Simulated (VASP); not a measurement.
Crystal: AlN.

```xyz
4
Lattice="3.1067 0.0000 0.0000 -1.5533 2.6905 0.0000 0.0000 0.0000 4.9786" Properties=species:S:1:pos:R:3 pbc="T T T"
Al    0.0000    1.7937   -0.0164
Al    1.5533    0.8968    2.4729
N     0.0000    1.7937    1.8834
N     1.5533    0.8968    4.3727
```

Base run:

* Program: VASP 6.6.1
* Functional: r2SCAN
* Potentials or basis: VASP PAW PBE potentials, release 64 (Al, N)
* Cutoff: 520 eV
* k mesh: 6 × 6 × 4
* Occupations: gaussian, width 0.01 eV
* Spin: no spin polarisation

Its results: band gap on the k mesh 4.92 eV, direct; pressure -0.4 GPa; largest force 0.003 eV/Å.

Q: The run is repeated on the same cell with these changes: functional from r2SCAN to PBE-based screened hybrid; k mesh from 6 × 6 × 4 to 6 × 6 × 2. What comes out?

A: Band gap on the k mesh 5.76 eV, direct; pressure -3.8 GPa; largest force 0.006 eV/Å.

Several settings changed at once, so the effect can't be laid on one alone.

Caveats: some runs use coarse meshes; the PAW data sets were made with another functional, which shifts forces and pressure a little.

